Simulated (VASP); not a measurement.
Input of a VASP 6.6.1 run:

POSCAR

```
Sb
1.0
    0.0000000000      2.3712425216      2.3712425216
    2.3712425216      0.0000000000      2.3712425216
    2.3712425216      2.3712425216      0.0000000000
Sb
1
Direct
    0.0000000000      0.0000000000      0.0000000000
```

INCAR.step1

```
  PREC = Accurate
  ENCUT = 520
  EDIFF = 1E-5
  ISMEAR = -1
  SIGMA = 0.05
  LREAL = False
  LASPH = True
  NELM = 60
  ALGO = Normal
  ISIF = 2
  LWAVE = True
  LCHARG = False
  NBANDS = 8
  GGA = PE
```

The input INCAR.step2:

```
  PREC = Accurate
  ENCUT = 520
  EDIFF = 1E-6
  ISMEAR = -1
  SIGMA = 0.05
  LREAL = False
  LASPH = True
  NELM = 60
  ALGO = Normal
  ISIF = 2
  LWAVE = False
  LCHARG = False
  METAGGA = R2SCAN
  LHFCALC = True
  AEXX = 0.25
  LMIXTAU = True
  PRECFOCK = Normal
  NBANDS = 8
  ISTART = 1
```

KPOINTS

```
regular mesh
0
Gamma
  5 5 5
```

Potentials or basis: VASP PAW PBE potentials, release 64 (Sb).

Launch:

```console
$ cat potpaw_PBE.64/Sb/POTCAR > POTCAR
$ cp INCAR.step1 INCAR
$ mpirun -np 1 vasp_std > vasp.out
$ cp INCAR.step2 INCAR
$ mpirun -np 1 vasp_std > vasp.out
```

Problem. Estimate the band gap on the k mesh.

Solution. Zero (an odd number of electrons rules out a gap without spin polarisation).

Problem. What does it give for the pressure?

Solution. -1.6 GPa.

Caveat: the k points lie up to 0.46 Å⁻¹ apart, too coarse for converged energies and pressures of a metal; the PAW data sets were made with another functional, which shifts forces and pressure a little; spin-orbit coupling is left out, which moves the levels of the heavy elements.
